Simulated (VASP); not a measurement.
Wanted: the native input for a VASP 6.6.1 run.

```
Task                   : single point
Functional             : b88 exchange, pbe correlation
Potentials or basis    : VASP PAW PBE potentials, release 64 (Tl_d)
Cutoff                 : 500 eV
k mesh                 : 9 × 9 × 5
Occupations            : methfessel-paxton, width 0.15 eV
Spin                   : collinear spin
Starting moments       : [0.05, 0.16] μB
Dipole correction      : no
Further INCAR settings : ALGO = Normal; EDIFF = 1e-06; NBANDS = 24
```

The structure of Tl lies in POSCAR:

```
Tl
1.0
    3.4092915716      0.0000000000      0.0000000000
   -1.7046457858      2.9525331099      0.0000000000
    0.0000000000      0.0000000000      5.4503286843
Tl
2
Direct
    0.6666666667      0.3333333333      0.7500000000
    0.3333333333      0.6666666667      0.2500000000
```

These files were run (other wordings do the same):

INCAR

```
PREC = Accurate
ENCUT = 500
EDIFF = 1E-6
ISMEAR = 1
SIGMA = 0.15
LREAL = False
LASPH = True
NELM = 200
ALGO = Normal
ISIF = 2
LWAVE = False
LCHARG = False
ISPIN = 2
MAGMOM = 0.05 0.16
LORBIT = 11
GGA = LIBXC
LIBXC1 = GGA_X_B88
LIBXC2 = GGA_C_PBE
NBANDS = 24
GGA_COMPAT = False
```

KPOINTS

```
Automatic mesh
0
Gamma
  9 9 5
```

Potentials or basis: VASP PAW PBE potentials, release 64 (Tl_d).

Run with:

```bash
$ cat potpaw_PBE.64/Tl_d/POTCAR > POTCAR
$ mpirun -np 1 vasp_std > vasp.out
```

Results of the run:

| Property | Result |
| --- | --- |
| Pressure | 5.1 GPa |
| Band gap on the k mesh | zero (filled and empty bands overlap) |
| Net moment | 0.00 μB per cell |
| Valence electrons inside the program's atomic spheres | Tl 11.24 |

Caveat: the cell stands under pressure; the PAW data sets were made with another functional, which shifts forces and pressure a little; spin-orbit coupling is left out, which moves the levels of the heavy elements.

Wall time 92 s on 1 thread of Intel(R) Xeon(R) Platinum 8259CL CPU @ 2.50GHz (Skylake/Cascade Lake) (shared host), peak memory 0.23 GiB.
